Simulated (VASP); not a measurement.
**CuO: relaxation of cell and atoms with PBE**

The system is CuO.

```xyz
4
Lattice="2.0077 -2.0053 0.0429 2.0077 2.0053 0.0429 -0.1112 0.0000 5.0641" Properties=species:S:1:pos:R:3 pbc="T T T"
Cu    0.9483   -1.0027    2.5535
Cu    1.0039    1.0027    0.0215
O     1.9799   -0.0007    1.3089
O     1.9243    0.0007    3.8410
```

| Item | Value |
| --- | --- |
| Program | VASP 6.6.1 |
| Task | relaxation of cell and atoms |
| Functional | PBE |
| Potentials or basis | VASP PAW PBE potentials, release 64 (Cu, O) |
| Cutoff | 600 eV |
| k mesh | 14 × 14 × 8 |
| Occupations | gaussian, width 0.1 eV |
| Spin | no spin polarisation |
| Target pressure | 15 GPa |
| Dipole correction | no |
| Further INCAR settings | ALGO = Normal; EDIFF = 1e-06; IBRION = 2; EDIFFG = -0.008; NSW = 70; ISIF = 3 |

The relaxed volume is 10.24 Å³/atom and the relaxed cell is a = 2.821 Å, b = 2.821 Å, c = 5.147 Å, α = 90.02°, β = 90.02°, γ = 89.91°. The space group after relaxing (to 0.1 Å) is P4_2/mmc (No. 131). The energy change on relaxing (the run minimises the enthalpy) is -6.2 meV/atom and the ionic steps are 7. The pressure after relaxing is 15.0 GPa and the band gap on the k mesh is zero (bands 17 and 18 overlap by 1.15 eV).

Step by step:
```csv
step,energy change (eV),largest force (eV/Å),pressure (GPa),volume (Å³)
1,0.0000,0.0007,17.21,40.80
2,-0.0804,0.0001,12.17,41.63
3,-0.0491,0.0004,14.29,41.26
4,-0.0388,0.0003,14.75,41.13
5,-0.0308,0.0002,14.94,41.04
6,-0.0125,0.0001,15.28,40.84
7,-0.0249,0.0002,15.00,40.97
```

Final structure:
```xyz
4
Lattice="1.9960 -1.9935 0.0426 1.9960 1.9935 0.0426 -0.1130 0.0000 5.1459" Properties=species:S:1:pos:R:3 pbc="T T T"
Cu    0.9415   -0.9968    2.5943
Cu    0.9980    0.9968    0.0213
O     1.9678   -0.0008    1.3291
O     1.9113    0.0007    3.9021
```

Levels at points of the mesh, in eV from the Fermi level:
```
           k point  band 13  band 14  band 15  band 16  band 17  band 18  band 19  band 20  band 21
(0.00, 0.00, 0.00)    -2.65    -2.59    -2.51    -2.24     0.67     0.67     1.62     6.29     7.51
(0.50, 0.00, 0.00)    -2.42    -2.11    -1.71    -1.63     0.22     0.43     3.34     6.23     6.86
(0.50, 0.50, 0.00)    -2.51    -2.51    -1.67    -1.25    -1.25     1.24     2.03     7.10    10.26
(0.00, 0.00, 0.50)    -2.55    -2.55    -1.66    -1.66     0.05     0.05     3.72     3.72    11.70
(0.50, 0.00, 0.50)    -2.63    -2.60    -2.17    -1.96    -0.09     0.68     4.16     6.13     8.52
(0.50, 0.50, 0.50)    -2.20    -2.20    -1.50    -1.50    -0.46    -0.46     3.93     3.93    11.36
```

It took 9.8 min on 1 thread of Intel(R) Xeon(R) 6975P-C (Granite Rapids), on a shared host, peak memory 0.49 GiB.

Caveat: the cell is relaxed towards a set pressure, so the run minimises the enthalpy, not the energy; semilocal functionals often make such compounds metallic where correlation or magnetic order opens a gap, which also shifts bond lengths. With open d or f shells a metallic result of PBE can be an artefact of self-interaction; +U or a hybrid may open a gap.
